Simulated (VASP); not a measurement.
# Ag in VASP: further runs

The runs below take Ag through single point, with PBE.

Everything below comes from runs of VASP 6.6.1. Logs are shortened: lines on timing, memory, paths and dates and some standing lists are left out, and cuts for length are marked.

## 1. The cell of the first run

The cell holds a slab with vacuum, 6 atoms: a = 2.936 Å, b = 2.936 Å, c = 26.969 Å, α = 90.00°, β = 90.00°, γ = 120.00°.

## 2. Single point, PBE

The input, INCAR:

```
SYSTEM = Ag
ALGO = Normal
DIPOL = 0.5 0.5 0.500
EDIFF = 1E-6
ENCUT = 520
GGA = PE
IDIPOL = 3
ISIF = 2
ISMEAR = 0
LASPH = .TRUE.
LCHARG = .FALSE.
LDIPOL = .TRUE.
LREAL = .FALSE.
LWAVE = .FALSE.
NBANDS = 42
NELM = 100
PREC = Accurate
SIGMA = 0.1
```

The input, KPOINTS:

```
k-points
0
G
  12 12 1
  0 0 0
```

The input, POSCAR:

```
Ag
1.0
    2.9355691563      0.0000000000      0.0000000000
   -1.4677845781      2.5422774639      0.0000000000
    0.0000000000      0.0000000000     26.9691657629
Ag
6
Direct
    0.0000000000      0.0000000000      0.2780953651
    0.6666666667      0.3333333333      0.3668234617
    0.3333333333      0.6666666667      0.4555515583
    0.6666666667      0.3333333333      0.5444484417
    0.3333333333      0.6666666667      0.6331765383
    0.0000000000      0.0000000000      0.7219046349
```

Potentials or basis: VASP PAW PBE potentials, release 64 (Ag).

Run with:

```console
cat potpaw_PBE.64/Ag/POTCAR > POTCAR
mpirun -np 1 vasp_std > vasp.out
```

OUTCAR:

```text
SYSTEM = Ag
   EDIFF = 1E-6
   ENCUT = 520
   GGA = PE
   ISIF = 2
   ISMEAR = 0
   LASPH = .TRUE.
   LREAL = .FALSE.
   NELM = 100
   PREC = Accurate

 ion  position               nearest neighbor table
   1  0.000  0.000  0.278-   2 2.93   2 2.93   2 2.93
   2  0.667  0.333  0.367-   1 2.93   3 2.93   3 2.93   1 2.93   1 2.93   3 2.93
   3  0.333  0.667  0.456-   2 2.93   2 2.93   2 2.93   4 2.94   4 2.94   4 2.94
   4  0.667  0.333  0.544-   5 2.93   5 2.93   5 2.93   3 2.94   3 2.94   3 2.94
   5  0.333  0.667  0.633-   6 2.93   4 2.93   4 2.93   6 2.93   6 2.93   4 2.93
   6  0.000  0.000  0.722-   5 2.93   5 2.93   5 2.93

  LATTYP: Found a hexagonal cell.
 ALAT       =     2.9355691563
 C/A-ratio  =     9.1870313138

  Lattice vectors:

 A1 = (   2.9355691563,   0.0000000000,   0.0000000000)
 A2 = (  -1.4677845781,   2.5422774639,   0.0000000000)
 A3 = (   0.0000000000,   0.0000000000,  26.9691657629)

Analysis of symmetry for initial positions (statically):
=====================================================================
 Subroutine PRICEL returns:
 Original cell was already a primitive cell.

 Routine SETGRP: Setting up the symmetry group for a
 hexagonal supercell.

 Subroutine GETGRP returns: Found 12 space group operations
 (whereof 12 operations were pure point group operations)
 out of a pool of 24 trial point group operations.

The static configuration has the point symmetry D_3d.

Analysis of symmetry for dynamics (positions and initial velocities):
=====================================================================
 Subroutine PRICEL returns:
 Original cell was already a primitive cell.

 Routine SETGRP: Setting up the symmetry group for a
 hexagonal supercell.

 Subroutine GETGRP returns: Found 12 space group operations
 (whereof 12 operations were pure point group operations)
 out of a pool of 24 trial point group operations.

The dynamic configuration has the point symmetry D_3d.

 Subroutine INISYM returns: Found 12 space group operations
 (whereof 12 operations are pure point group operations),
 and found     1 'primitive' translations

----------------------------------------------------------------------------------------

                                     Primitive cell

  volume of cell :     201.2717

  direct lattice vectors                    reciprocal lattice vectors
     2.935569156  0.000000000  0.000000000     0.340649444  0.196674048  0.000000000
    -1.467784578  2.542277464  0.000000000     0.000000000  0.393348096  0.000000000
     0.000000000  0.000000000 26.969165763     0.000000000  0.000000000  0.037079382

  length of vectors
     2.935569156  2.935569156 26.969165763     0.393348096  0.393348096  0.037079382

  position of ions in fractional coordinates (direct lattice)
     0.000000000  0.000000000  0.278095365
     0.666666667  0.333333333  0.366823462
     0.333333333  0.666666667  0.455551558
     0.666666667  0.333333333  0.544448442
     0.333333333  0.666666667  0.633176538
     0.000000000  0.000000000  0.721904635

  ion indices of the primitive-cell ions
   primitive index   ion index
                 1           1
                 2           2
                 3           3
                 4           4
                 5           5
                 6           6

----------------------------------------------------------------------------------------

 KPOINTS: k-points

Automatic generation of k-mesh.
 Grid dimensions read from file:
 generate k-points for:   12   12    1

 Generating k-lattice:

  Cartesian coordinates                     Fractional coordinates (reciprocal lattice)
     0.028387454  0.016389504  0.000000000     0.083333333  0.000000000  0.000000000
     0.000000000  0.032779008  0.000000000     0.000000000  0.083333333  0.000000000
     0.000000000  0.000000000  0.037079382     0.000000000  0.000000000  1.000000000

  Length of vectors
     0.032779008  0.032779008  0.037079382

  Shift w.r.t. Gamma in fractional coordinates (k-lattice)
     0.000000000  0.000000000  0.000000000

 Subroutine IBZKPT returns following result:
 ===========================================

 Found     19 irreducible k-points:

 Following reciprocal coordinates:
            Coordinates               Weight
  0.000000  0.000000  0.000000      1.000000
  0.083333 -0.000000  0.000000      6.000000
  0.166667 -0.000000  0.000000      6.000000
  0.250000 -0.000000  0.000000      6.000000
  0.333333  0.000000  0.000000      6.000000
  0.416667 -0.000000  0.000000      6.000000
[... 11 lines left out ...]
  0.333333  0.250000  0.000000     12.000000
  0.333333  0.333333  0.000000      2.000000
   k-points           NKPTS =     19   k-points in BZ     NKDIM =     19   number of bands    NBANDS=     42
   number of dos      NEDOS =    301   number of ions     NIONS =      6
   total plane-waves  NPLWV = 120960
   dimension x,y,z NGX =    24 NGY =   24 NGZ =  210
   dimension x,y,z NGXF=    48 NGYF=   48 NGZF=  420
   ions per type =               6
   NGX,Y,Z   is equivalent  to a cutoff of  13.59, 13.59, 12.95 a.u.
   NGXF,Y,Z  is equivalent  to a cutoff of  27.18, 27.18, 25.89 a.u.
 SYSTEM =  Ag
   PREC   = accura    normal or accurate (medium, high low for compatibility)
   ISTART =      0    job   : 0-new  1-cont  2-samecut
   ICHARG =      2    charge: 1-file 2-atom 10-const
   ISPIN  =      1    spin polarized calculation?
   LNONCOLLINEAR =      F non collinear calculations
   LSORBIT =      F    spin-orbit coupling
   LASPH  =      T    aspherical Exc in radial PAW
   ENCUT  =  520.0 eV  38.22 Ry    6.18 a.u.   5.46  5.46 50.14*2*pi/ulx,y,z
   NELM   =    100;   NELMIN=  2; NELMDL= -5     # of ELM steps
   EDIFF  = 0.1E-05   stopping-criterion for ELM
   LREAL  =      F    real-space projection
   EDIFFG = 0.1E-04   stopping-criterion for IOM
   NSW    =      0    number of steps for IOM
   IBRION =     -1    ionic relax: 0-MD 1-quasi-New 2-CG
   NFREE  =      0    steps in history (QN), initial steepest desc. (CG)
   ISIF   =      2    stress and relaxation
   ISYM   =      2    0-nonsym 1-usesym 2-fastsym
   POTIM  = 0.5000    time-step for ionic-motion
   TEBEG  =    0.0;   TEEND  =   0.0 temperature during run
   PSTRESS=    0.0 pullay stress
   NELECT =      66.0000    total number of electrons
   NUPDOWN=      -1.0000    fix difference up-down
   EMIN   =  10.00;   EMAX   =-10.00  energy-range for DOS
   EFERMI =   0.00;   METHOD = LEGACY
   ISMEAR =     0;   SIGMA  =   0.10  broadening in eV -4-tet -1-fermi 0-gaus
   EFERMI_NEDOS =   21; number of points for ismear=-14 and -15
   IALGO  =     38    algorithm
   IMIX   =      4    mixing-type and parameters
     AMIX     =   0.40;   BMIX     =  1.00
     AMIX_MAG =   1.60;   BMIX_MAG =  1.00
  volume/ion in A,a.u.               =      33.55       226.37
  Fermi-wavevector in a.u.,A,eV,Ry     =   1.128917  2.133343 17.339984  1.274453
  Thomas-Fermi vector in A             =   2.265608
   LORBIT       =      0    0 simple, 1 ext, 2 COOP (PROOUT), +10 PAW based schemes
   GGA     = PE    functional components
   LHFCALC =     F    Hartree Fock is set to
   AEXX    =    0.0000 exact exchange contribution
   IVDW    =     0    specifies the selected vdW correction
   LEPSILON=     F    determine dielectric tensor
   LRPA    =     F    only Hartree local field effects (RPA)
 non-spin polarized calculation
 Gauss-broadening in eV      SIGMA  =   0.10
  energy-cutoff  :      520.00
  volume of cell :      201.27
 maximum number of plane-waves:      5537
 NGX is ok and might be reduce to    24
   NGX = 11   NGY = 11   NGZ =101

 number of electron      66.0000017 magnetization

 dipolmoment           0.000000      0.000000     -0.000000 electrons x Angstroem

 Free energy of the ion-electron system (eV)
  ---------------------------------------------------
  ext. energy  EPLUGINS =         0.00000000
  ---------------------------------------------------
  free energy    TOTEN  =       -15.59464856 eV

  energy without entropy =      -15.58455866  energy(sigma->0) =      -15.58960361

 E-fermi :   2.1344     XC(G=0):  -7.0094

 val. band max:        2.0291989590   @ k =   0.3333   0.1667   0.0000
 cond. band min:       2.1513416256   @ k =   0.2500   0.1667   0.0000
 fundamental gap:      0.1221426667
 Fermi energy:         2.1344357737

 k-point     1 :       0.0000    0.0000    0.0000
  band No.  band energies     occupation
      1      -5.1367      2.00000
      2      -4.6594      2.00000
      3      -4.0653      2.00000
      4      -3.9532      2.00000
      5      -3.8115      2.00000
      6      -3.7583      2.00000
[... 34 lines left out ...]
     41       7.4478      0.00000
     42       9.2012      0.00000

 k-point     2 :       0.0833   -0.0000    0.0000
  band No.  band energies     occupation
      1      -4.9546      2.00000
      2      -4.4842      2.00000
      3      -3.9028      2.00000
      4      -3.8424      2.00000
      5      -3.6855      2.00000
      6      -3.6168      2.00000
[... 34 lines left out ...]
     41       7.5967      0.00000
     42       9.3600      0.00000

 k-point     3 :       0.1667   -0.0000    0.0000
  band No.  band energies     occupation
      1      -4.4568      2.00000
      2      -4.0340      2.00000
      3      -3.5980      2.00000
      4      -3.5280      2.00000
      5      -3.3898      2.00000
      6      -3.2868      2.00000
[... 34 lines left out ...]
     41       8.0454      0.00000
     42       9.8336      0.00000

 k-point     4 :       0.2500   -0.0000    0.0000
  band No.  band energies     occupation
      1      -3.8899      2.00000
      2      -3.6739      2.00000
      3      -3.5135      2.00000
      4      -3.4278      2.00000
      5      -3.2772      2.00000
      6      -3.1383      2.00000
[... 619 lines left out ...]
     41       8.7688      0.00000
     42       9.2523      0.00000

 k-point    18 :       0.3333    0.2500    0.0000
  band No.  band energies     occupation
      1      -3.4939      2.00000
      2      -3.4367      2.00000
      3      -3.3188      2.00000
      4      -3.2063      2.00000
      5      -3.1854      2.00000
      6      -3.0619      2.00000
[... 34 lines left out ...]
     41       8.0358      0.00000
     42       8.4733      0.00000

 k-point    19 :       0.3333    0.3333    0.0000
  band No.  band energies     occupation
      1      -3.4283      2.00000
      2      -3.2630      2.00000
      3      -3.2630      2.00000
      4      -3.1346      2.00000
      5      -3.1346      2.00000
      6      -3.0958      2.00000
[... 34 lines left out ...]
     41       7.7119      0.00000
     42       7.9384      0.00000

------------------------ aborting loop because EDIFF is reached ----------------------------------------

 vacuum level on the upper side and lower side of the slab       (xc-potential included)        -0.015        -0.015

  FORCE on cell =-STRESS in cart. coord.  units (eV):
  Direction    XX          YY          ZZ          XY          YZ          ZX
  --------------------------------------------------------------------------------------
  -------------------------------------------------------------------------------------
  Total       -0.7063547     -0.7063547     -0.7357846     -0.0000000      0.0000000      0.0000000
  in kB       -5.6227745     -5.6227745     -5.8570442     -0.0000000      0.0000000      0.0000000
  external PRESSURE =      -5.7008644 kB  Pullay stress =       0.0000000 kB

 VOLUME and BASIS-vectors are now :
 -----------------------------------------------------------------------------
  energy-cutoff  :      520.00
  volume of cell :      201.27
      direct lattice vectors                 reciprocal lattice vectors
     2.935569156  0.000000000  0.000000000     0.340649444  0.196674048  0.000000000
    -1.467784578  2.542277464  0.000000000     0.000000000  0.393348096  0.000000000
     0.000000000  0.000000000 26.969165763     0.000000000  0.000000000  0.037079382

 POSITION                                       TOTAL-FORCE (eV/Angst)
 -----------------------------------------------------------------------------------
      0.00000      0.00000      7.50000         0.000000      0.000000      0.064627
      1.46778      0.84743      9.89292         0.000000     -0.000000     -0.004758
     -0.00000      1.69485     12.28585        -0.000000      0.000000     -0.007939
      1.46778      0.84743     14.68332         0.000000     -0.000000      0.007939
     -0.00000      1.69485     17.07624        -0.000000      0.000000      0.004758
      0.00000      0.00000     19.46917        -0.000000     -0.000000     -0.064627
 -----------------------------------------------------------------------------------
    total drift:                                0.000000     -0.000000      0.000000

  FREE ENERGIE OF THE ION-ELECTRON SYSTEM (eV)
  ---------------------------------------------------
  free  energy   TOTEN  =       -15.5946485550 eV

  energy  without entropy=      -15.5845586582  energy(sigma->0) =      -15.58960361

 vacuum level on the upper side and lower side of the slab         6.243         6.243
```

Run time: 2.2 min. Hardware: 1 thread of Intel Xeon Platinum 8488C (Sapphire Rapids), shared host; peak memory 0.38 GiB.

Results:

| Quantity | Value |
| --- | --- |
| Free energy | -15.5946 eV |
| Largest force | 0.065 eV/Å |
| Band gap on the k mesh | zero (bands 33 and 34 overlap by 6.22 eV) |

Forces in eV/Å, atoms in the order of the input:
```
Ag   0.000  0.000  0.065
Ag   0.000  0.000 -0.005
Ag   0.000  0.000 -0.008
Ag   0.000  0.000  0.008
Ag   0.000  0.000  0.005
Ag   0.000  0.000 -0.065
```

Levels at points of the mesh, in eV from the Fermi level:
```tsv
k point	band 29	band 30	band 31	band 32	band 33	band 34	band 35	band 36	band 37	band 38
(0.00, 0.00, 0.00)	-3.35	-3.35	-3.13	-3.13	-3.06	-3.06	-2.25	-0.51	0.17	3.87
(0.50, 0.00, 0.00)	-2.79	-2.79	0.10	0.32	0.84	1.21	1.47	1.51	3.87	4.09
```

(Continued in part 2 of 2.)
